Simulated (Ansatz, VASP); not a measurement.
# CdTe in VASP and in Ansatz

```
Te Cd
1.0
     0.00000    3.20500    3.23705
     3.20500    0.00000    3.23705
     3.20500    3.20500    0.00000
Te Cd
1 1
Cartesian
  4.8075 4.8075 4.8556
  0.0000 0.0000 0.0000
```

Alike in both runs: task single point; functional PBEsol; k mesh 6 × 6 × 6; occupations fermi-dirac, width 0.05 eV; no spin polarisation.

|  | VASP | Ansatz |
| --- | --- | --- |
| version | VASP 6.6.1 | Ansatz 0.2.0 |
| potentials or method | VASP PAW PBE potentials, release 64 (Te, Cd) | Ansatz PAW |
| plane-wave cutoff (eV) | 500 | 420 |
| valence electrons in the cell | 18 | 36 |

|  | VASP | Ansatz | Ansatz less VASP |
| --- | --- | --- | --- |
| gap on the k mesh at the Fermi level (eV) | 0.72 | 0.71 | -0.003 |
| least direct gap on the mesh (eV) | 0.72 | 0.71 | -0.003 |
| pressure (GPa) | 1.4 | 1.2 | -0.18 |
| traceless stress, the component that is largest in VASP (GPa) | -0.11 | -0.11 | -0.001 |

VASP's potentials were made for PBE, not for PBEsol. VASP's potentials hold 18 valence electrons a cell and Ansatz's 36, so a difference there can come from the potentials and not from the codes.

Spin-orbit coupling is off throughout.
